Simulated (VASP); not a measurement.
Here is a VASP 6.6.1 calculation.

File INCAR:

```
SYSTEM = Be5Zn2Cd2HgTe10
PREC     = Accurate       ! precision mode
ENCUT    = 520            ! plane-wave cutoff, eV
EDIFF    = 1E-6           ! SCF threshold, eV
ISMEAR   = 0              ! smearing method
SIGMA    = 0.1            ! smearing width, eV
LREAL    = Auto         
LASPH    = .True.         ! aspherical terms in the spheres
NELM     = 100            ! most SCF steps
ALGO     = Normal         ! electronic algorithm
ISIF     = 2              ! what is computed and relaxed
LWAVE    = .False.        ! write WAVECAR
LCHARG   = .False.        ! write CHGCAR
GGA      = PE             ! functional
ISYM     = 0            
NBANDS   = 81             ! bands
```

The input KPOINTS:

```
Automatic mesh
0
Gamma
  2 2 2
  0.5 0.5 0.5
```

Contents of POSCAR:

```
Be5Zn2Cd2HgTe10
1.0
    3.0408831186      3.0445640739      5.9441223879
   -3.0572643162     -3.0477363833      5.9538991414
    9.1497058330     -6.0996735147      2.9638056388
Be Zn Cd Te Hg
5 2 2 10 1
Direct
    0.2119616886      0.0042257053      0.5788639420
    0.3955623070      0.9963295523      0.2051584342
    0.7985980354      0.9997961854      0.3964433348
    0.4893817623      0.5022614181      0.0184219425
    0.8937868917      0.4982630650      0.2056943836
    0.6014511578      0.0015103330      0.8017139353
    0.3062465122      0.5021854096      0.3824261209
   -0.0041567406     -0.0073458089      1.0059762396
    0.6933095374      0.5054488335      0.5975088473
    0.5642935541      0.9097963393      0.5877733713
    0.4855683149      0.3790766280      0.8283105529
    0.9952259019      0.8988532661      0.7694820342
    0.3986209021      0.8566684373      1.0147549069
    0.7500241780      0.8576951515      0.2238568313
    0.6907499089      0.3538474717      0.3795332979
    0.1661014073      0.8896230952      0.3937665306
    0.1034194207      0.3513324869      0.5818783650
    0.8359150168      0.3967525170      0.0272080833
    0.2651277132      0.3638759525      0.1883351521
    0.0934096791      0.4968285291      0.8047979148
```

Potentials or basis: VASP PAW PBE potentials, release 64 (Be, Zn, Cd, Te, Hg).

Launch:

```console
$ cat potpaw_PBE.64/Be/POTCAR potpaw_PBE.64/Zn/POTCAR potpaw_PBE.64/Cd/POTCAR potpaw_PBE.64/Te/POTCAR potpaw_PBE.64/Hg/POTCAR > POTCAR
$ mpirun -np 1 vasp_std > vasp.out
```

Q: What does it give for the pressure?

A: 0.1 GPa.

Q: What does it give for the largest force?

A: 0.030 eV/Å.

Q: Estimate the band gap on the k mesh.

A: 2.08 eV.

Forces on the atoms (eV/Å):
```
Be  -0.002  0.009  0.004
Be   0.010 -0.014 -0.004
Be  -0.007  0.010  0.017
Be  -0.001  0.009  0.002
Be   0.011 -0.001  0.001
Zn   0.000 -0.005 -0.002
Zn   0.002 -0.001  0.013
Cd   0.005 -0.006  0.009
Cd  -0.010  0.019  0.008
Te   0.013 -0.005 -0.021
Te   0.013 -0.018  0.010
Te   0.011 -0.012  0.003
Te  -0.026  0.005  0.001
Te  -0.001  0.012  0.005
Te  -0.014 -0.010  0.004
Te   0.000  0.009 -0.018
Te  -0.006 -0.019 -0.006
Te   0.007  0.029 -0.003
Te  -0.008 -0.003 -0.013
Hg   0.003 -0.007 -0.008
```

Caveat: spin-orbit coupling is left out, which moves the levels of the heavy elements; a shifted mesh leaves out Γ, where band edges can lie. A k mesh can miss the band edges.
